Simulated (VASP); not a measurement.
# InP (Fm-3m) in VASP: notebook, part 2 of 2

VASP 6.6.1. The steps go on from the part before.

**5. Single point, PBE (21.82 Å³/atom)**

This run uses another cell than the first one, of 21.82 Å³/atom.

INCAR reads:

```
ALGO = Normal ; EDIFF = 1E-6
ENCUT = 520 ; GGA = PE
ISIF = 2 ; ISMEAR = 0
LASPH = True ; LCHARG = True
LELF = True ; LREAL = False
LVHAR = True ; LWAVE = False
NBANDS = 16 ; NELM = 80
PREC = Accurate ; SIGMA = 0.15
```

KPOINTS reads:

```
k-points
0
Gamma
  20 20 20
```

POSCAR reads:

```
InP
1.0
    0.0000000000      2.7945472111      2.7945472111
    2.7945472111      0.0000000000      2.7945472111
    2.7945472111      2.7945472111      0.0000000000
In P
1 1
Direct
    0.0000000000      0.0000000000      0.0000000000
    0.5000000000      0.5000000000      0.5000000000
```

Potentials or basis: VASP PAW PBE potentials, release 64 (In_d, P).

Started as:

```
> cat potpaw_PBE.64/In_d/POTCAR potpaw_PBE.64/P/POTCAR > POTCAR
> mpirun -np 1 vasp_std > vasp.out
```

OUTCAR:

```text
EDIFF = 1E-6
   ENCUT = 520
   GGA = PE
   ISIF = 2
   ISMEAR = 0
   LASPH = True
   LREAL = False
   NELM = 80
   PREC = Accurate

 ion  position               nearest neighbor table
   1  0.000  0.000  0.000-   2 2.79   2 2.79   2 2.79   2 2.79   2 2.79   2 2.79
   2  0.500  0.500  0.500-   1 2.79   1 2.79   1 2.79   1 2.79   1 2.79   1 2.79

  LATTYP: Found a face centered cubic cell.
 ALAT       =     5.5890944222

  Lattice vectors:

 A1 = (   0.0000000000,   2.7945472111,   2.7945472111)
 A2 = (   2.7945472111,   0.0000000000,   2.7945472111)
 A3 = (   2.7945472111,   2.7945472111,   0.0000000000)

Analysis of symmetry for initial positions (statically):
=====================================================================
 Subroutine PRICEL returns:
 Original cell was already a primitive cell.

 Routine SETGRP: Setting up the symmetry group for a
 face centered cubic supercell.

 Subroutine GETGRP returns: Found 48 space group operations
 (whereof 48 operations were pure point group operations)
 out of a pool of 48 trial point group operations.

The static configuration has the point symmetry O_h .

Analysis of symmetry for dynamics (positions and initial velocities):
=====================================================================
 Subroutine PRICEL returns:
 Original cell was already a primitive cell.

 Routine SETGRP: Setting up the symmetry group for a
 face centered cubic supercell.

 Subroutine GETGRP returns: Found 48 space group operations
 (whereof 48 operations were pure point group operations)
 out of a pool of 48 trial point group operations.

The dynamic configuration has the point symmetry O_h .

 Subroutine INISYM returns: Found 48 space group operations
 (whereof 48 operations are pure point group operations),
 and found     1 'primitive' translations

----------------------------------------------------------------------------------------

                                     Primitive cell

  volume of cell :      43.6480
[... 110 lines left out ...]
  volume/ion in A,a.u.               =      21.82       147.28
  Fermi-wavevector in a.u.,A,eV,Ry     =   1.218552  2.302730 20.202883  1.484870
  Thomas-Fermi vector in A             =   2.353835
   LORBIT       =      0    0 simple, 1 ext, 2 COOP (PROOUT), +10 PAW based schemes
   GGA     = PE    functional components
   LHFCALC =     F    Hartree Fock is set to
   AEXX    =    0.0000 exact exchange contribution
   IVDW    =     0    specifies the selected vdW correction
   LEPSILON=     F    determine dielectric tensor
   LRPA    =     F    only Hartree local field effects (RPA)
 non-spin polarized calculation
 Gauss-broadening in eV      SIGMA  =   0.15
  energy-cutoff  :      520.00
  volume of cell :       43.65
 maximum number of plane-waves:      1211
 NGX is ok and might be reduce to    30
   NGX = 15   NGY = 15   NGZ = 15

 number of electron      18.0000004 magnetization

 Free energy of the ion-electron system (eV)
  ---------------------------------------------------
  ext. energy  EPLUGINS =         0.00000000
  ---------------------------------------------------
  free energy    TOTEN  =        -7.91416683 eV

  energy without entropy =       -7.89956774  energy(sigma->0) =       -7.90686729

 E-fermi :   6.7170     XC(G=0): -10.2686

 val. band max:        6.7095255445   @ k =   0.3500   0.0000   0.0000
 cond. band min:       6.7216121772   @ k =   0.3000   0.1000   0.0500
 fundamental gap:      0.0120866327
 Fermi energy:         6.7169540450

 k-point     1 :       0.0000    0.0000    0.0000
  band No.  band energies     occupation
      1      -7.4841      2.00000
      2      -7.4841      2.00000
      3      -7.4663      2.00000
      4      -7.4663      2.00000
      5      -7.4663      2.00000
      6      -5.1050      2.00000
[... 433 lines left out ...]
      3      -7.4710      2.00000
      4      -7.4074      2.00000
      5      -7.4028      2.00000
      6      -3.6297      2.00000
[... 8 lines left out ...]
     15      16.3633      0.00000
     16      17.4448      0.00000

 [... further k-points ...]

------------------------ aborting loop because EDIFF is reached ----------------------------------------

  FORCE on cell =-STRESS in cart. coord.  units (eV):
  Direction    XX          YY          ZZ          XY          YZ          ZX
  --------------------------------------------------------------------------------------
  -------------------------------------------------------------------------------------
  Total       -0.5123314     -0.5123314     -0.5123314     -0.0000000      0.0000000     -0.0000000
  in kB      -18.8060354    -18.8060354    -18.8060354     -0.0000000      0.0000000     -0.0000000
  external PRESSURE =     -18.8060354 kB  Pullay stress =       0.0000000 kB

 VOLUME and BASIS-vectors are now :
 -----------------------------------------------------------------------------
  energy-cutoff  :      520.00
  volume of cell :       43.65
      direct lattice vectors                 reciprocal lattice vectors
     0.000000000  2.794547211  2.794547211    -0.178919862  0.178919862  0.178919862
     2.794547211  0.000000000  2.794547211     0.178919862 -0.178919862  0.178919862
     2.794547211  2.794547211  0.000000000     0.178919862  0.178919862 -0.178919862

 POSITION                                       TOTAL-FORCE (eV/Angst)
 -----------------------------------------------------------------------------------
      0.00000      0.00000      0.00000         0.000000      0.000000      0.000000
      2.79455      2.79455      2.79455        -0.000000     -0.000000     -0.000000
 -----------------------------------------------------------------------------------
    total drift:                               -0.000000      0.000000      0.000000

  FREE ENERGIE OF THE ION-ELECTRON SYSTEM (eV)
  ---------------------------------------------------
  free  energy   TOTEN  =        -7.9141668311 eV

  energy  without entropy=       -7.8995677418  energy(sigma->0) =       -7.90686729
```

OSZICAR:

```text
N       E                     dE             d eps       ncg     rms          rms(c)
DAV:   1     0.109078408141E+03    0.10908E+03   -0.84834E+03  8296   0.131E+03
DAV:   2    -0.140611222187E+01   -0.11048E+03   -0.10572E+03  9136   0.306E+02
DAV:   3    -0.804894652941E+01   -0.66428E+01   -0.65652E+01 10912   0.713E+01
DAV:   4    -0.820822347483E+01   -0.15928E+00   -0.15922E+00 10016   0.113E+01
DAV:   5    -0.821575946067E+01   -0.75360E-02   -0.75358E-02 12384   0.222E+00    0.452E+00
DAV:   6    -0.792303602239E+01    0.29272E+00   -0.52623E-01 12304   0.116E+01    0.259E+00
DAV:   7    -0.791421514901E+01    0.88209E-02   -0.78896E-02 11864   0.227E+00    0.112E+00
DAV:   8    -0.791409613021E+01    0.11902E-03   -0.70286E-03 10728   0.106E+00    0.127E-01
DAV:   9    -0.791413738562E+01   -0.41255E-04   -0.67967E-04 12712   0.417E-01    0.765E-02
DAV:  10    -0.791415304098E+01   -0.15655E-04   -0.55352E-05 10264   0.620E-02    0.404E-02
DAV:  11    -0.791416594004E+01   -0.12899E-04   -0.16785E-05 10632   0.277E-02    0.752E-03
DAV:  12    -0.791416683108E+01   -0.89104E-06   -0.24011E-06  9848   0.231E-02
   1 F= -.79141668E+01 E0= -.79068673E+01  d E =-.145991E-01
```

stdout:

```text
POSCAR found type information on POSCAR InP
 POSCAR found :  2 types and       2 ions
 scaLAPACK will be used
 LDA part: xc-table for (Slater+PW92), standard interpolation
 POSCAR, INCAR and KPOINTS ok, starting setup
 FFT: planning ... GRIDC
 FFT: planning ... GRID_SOFT
 FFT: planning ... GRID
 WAVECAR not read
 entering main loop
```

Wall time 70 s (1 thread of Intel Xeon 6975P-C (Granite Rapids), shared host); peak memory 0.3 GiB.

Results:

```
Free energy            : -7.9142 eV
Pressure               : -1.9 GPa
Band gap on the k mesh : zero (bands 9 and 10 overlap by 2.54 eV)
```

Levels at points of the mesh, in eV from the Fermi level:
```csv
k point,band 5,band 6,band 7,band 8,band 9,band 10,band 11,band 12,band 13,band 14
"(0.00, 0.00, 0.00)",-14.18,-11.82,-0.27,-0.27,-0.27,0.29,7.08,7.08,7.08,8.29
"(0.50, 0.00, 0.00)",-14.11,-9.84,-6.50,0.12,0.12,2.46,3.40,3.40,4.97,10.94
"(0.50, 0.50, 0.00)",-14.08,-8.82,-4.79,-2.54,-2.25,-2.25,3.89,9.62,9.62,9.91
```

Caveat: spin-orbit coupling is left out, which moves the levels of the heavy elements.

**6. Single point, PBE (22.39 Å³/atom)**

This run uses another cell than the first one, of 22.39 Å³/atom.

INCAR reads:

```
PREC = Accurate ; ENCUT = 520
EDIFF = 1E-7 ; ISMEAR = 0
SIGMA = 0.15 ; LREAL = F
LASPH = T ; NELM = 60
ALGO = Normal ; ISIF = 2
LWAVE = F ; LCHARG = T
GGA = PE ; LELF = T
LVHAR = T ; NBANDS = 16
```

KPOINTS reads:

```
regular mesh
0
Gamma
  20 20 20
```

POSCAR reads:

```
InP
1.0
    0.0000000000      2.8185419084      2.8185419084
    2.8185419084      0.0000000000      2.8185419084
    2.8185419084      2.8185419084      0.0000000000
In P
1 1
Direct
    0.0000000000      0.0000000000      0.0000000000
    0.5000000000      0.5000000000      0.5000000000
```

Potentials or basis: VASP PAW PBE potentials, release 64 (In_d, P).

Started as:

```
> cat potpaw_PBE.64/In_d/POTCAR potpaw_PBE.64/P/POTCAR > POTCAR
> mpirun -np 1 vasp_std > vasp.out
```

Run time: 75 s. Hardware: 1 thread of Intel Xeon 6975P-C (Granite Rapids), shared host; peak memory 0.31 GiB.

Results (log left out):

* Free energy: -7.8958 eV
* Pressure: -3.4 GPa
* Band gap on the k mesh: zero (bands 9 and 10 overlap by 2.45 eV)

Levels at points of the mesh, in eV from the Fermi level:
```csv
k point,band 6,band 7,band 8,band 9,band 10,band 11,band 12,band 13
"(0.00, 0.00, 0.00)",-11.64,-0.25,-0.25,-0.25,0.10,7.08,7.08,7.08
"(0.50, 0.00, 0.00)",-9.74,-6.36,0.12,0.12,2.45,3.41,3.41,4.78
"(0.50, 0.50, 0.00)",-8.79,-4.63,-2.57,-2.17,-2.17,3.94,9.41,9.41
```

Caveat: the cell stands under tension; spin-orbit coupling is left out, which moves the levels of the heavy elements.

**7. The runs side by side**

| cell | gap on the mesh (eV) | pressure (GPa) |
| --- | --- | --- |
| a = 3.810 Å, angles 60.0°, 2 atoms | none | 7.4 |
| a = 3.847 Å, angles 60.0°, 2 atoms | none | 4.5 |
| a = 3.882 Å, angles 60.0°, 2 atoms | none | 2.1 |
| a = 3.952 Å, angles 60.0°, 2 atoms | none | -1.9 |
| a = 3.986 Å, angles 60.0°, 2 atoms | none | -3.4 |

Alike in all rows: task single point; level PBE; potentials or basis VASP PAW PBE potentials, release 64 (In_d, P); no spin polarisation; k mesh 20 × 20 × 20; cutoff (eV) 520; smearing gaussian 0.15 eV.

Caveats: spin-orbit coupling is left out, which moves the levels of the heavy elements; the cell stands under pressure (at least some runs); the cell stands under tension (at least some runs).

Absolute energies hang on the potentials; compare differences alone.
